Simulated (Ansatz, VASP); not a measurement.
**Re: VASP beside Ansatz**

File INCAR:

```
SYSTEM = Re
ALGO = Normal
EDIFF = 1E-8
ENCUT = 520
GGA = CA
ISIF = 2
ISMEAR = -1
LASPH = .TRUE.
LCHARG = .FALSE.
LEFG = .TRUE.
LREAL = .FALSE.
LWAVE = .FALSE.
NBANDS = 10
NELM = 60
PREC = Accurate
SIGMA = 0.03
```

Contents of KPOINTS:

```
k-points
0
G
  14 14 14
  0 0 0
```

Contents of POSCAR:

```
Re
1.0
   -0.0395000000      1.9552500000      1.9552500000
    1.9552500000     -0.0395000000      1.9552500000
    1.9552500000      1.9552500000     -0.0395000000
Re
1
Direct
    0.0000000000      0.0000000000      0.0000000000
```

Input for Ansatz:

```yaml
crystal:
  lattice:
    - [-0.0395, 1.95525, 1.95525]
    - [1.95525, -0.0395, 1.95525]
    - [1.95525, 1.95525, -0.0395]
  atoms:
    - { symbol: Re, position: [0.0, 0.0, 0.0] }
kpoints:
  mp_grid: { grid: [14, 14, 14] }
scf:
  occupations: { method: fermi_dirac, width: 0.03 }
hamiltonian:
  xc: lda
  pseudopotentials: { kind: paw }
output:
  forces: true
  stress: true
  eigenvalues: true
  efg: { contact_densities: true }
```

Change from the starting cell: equal xy, yz and zx shear strains of -2 %, PAW files.

Alike in both runs: task electric field gradients; functional LDA; k mesh 14 × 14 × 14; occupations fermi-dirac, width 0.03 eV; no spin polarisation.

```csv
,VASP,Ansatz
version,VASP 6.6.1,Ansatz 0.2.0
potentials or method,"VASP PAW LDA potentials, release 64 (Re)","PAW with Ansatz's default frozen-core files, scalar-relativistic"
plane-wave cutoff (eV),520,420
valence electrons in the cell,7,15
```

```tsv
	VASP	Ansatz	Ansatz less VASP
pressure (GPa)	-22.7	-23.4	-0.69
traceless stress, the component that is largest in VASP (GPa)	2.81	2.87	+0.058
size of Vzz on the site where it differs most (V/Å²)	58.7	53.2	-5.50
```

LDA's correlation is that of Perdew and Zunger in VASP and of Perdew and Wang (1992) in Ansatz. VASP's potentials hold 7 valence electrons a cell and Ansatz's 15, so a difference there can come from the potentials and not from the codes.

Neither program's run includes spin-orbit coupling.
